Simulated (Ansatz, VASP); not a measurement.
# Two plane-wave programs on ZnSe

```
Zn Se
1.0
     0.00000   -2.83380   -2.83380
     0.00000    2.83380   -2.83380
     5.66760    0.00000    0.00000
Zn Se
2 2
Direct
  0.50000 0.50000 0.45368
  0.00000 0.00000 0.04632
  0.00000 0.50000 0.25000
  0.50000 0.00000 0.75000
```

Change from the starting cell: mode 7 (198.7 1/cm) frozen in, largest displacement +0.263 Å.

Alike in both runs: task single point; functional PBE; k mesh 8 × 8 × 6; occupations gaussian, width 0.05 eV; no spin polarisation.

```csv
,VASP,Ansatz
version,VASP 6.6.1,Ansatz 0.2.0
potentials or method,"VASP PAW PBE potentials, release 64 (Zn, Se), cutoff 520 eV","scalar-relativistic, plane waves, PAW"
valence electrons in the cell,36,56
```

```tsv
	VASP	Ansatz	Ansatz less VASP
gap on the k mesh at the Fermi level (eV)	0.82	0.83	+0.006
least direct gap on the mesh (eV)	0.82	0.83	+0.006
pressure (GPa)	4.1	3.9	-0.25
traceless stress, the component that is largest in VASP (GPa)	-2.57	-2.53	+0.040
rms of the force components (eV/Å)	1.004	0.991	-0.0132
```

Atom by atom the forces differ by 0.013 eV/Å (rms over components). With one functional, cell and mesh, what is left measures potentials, basis and numerics. VASP's potentials hold 36 valence electrons a cell and Ansatz's 56, so a difference there can come from the potentials and not from the codes.
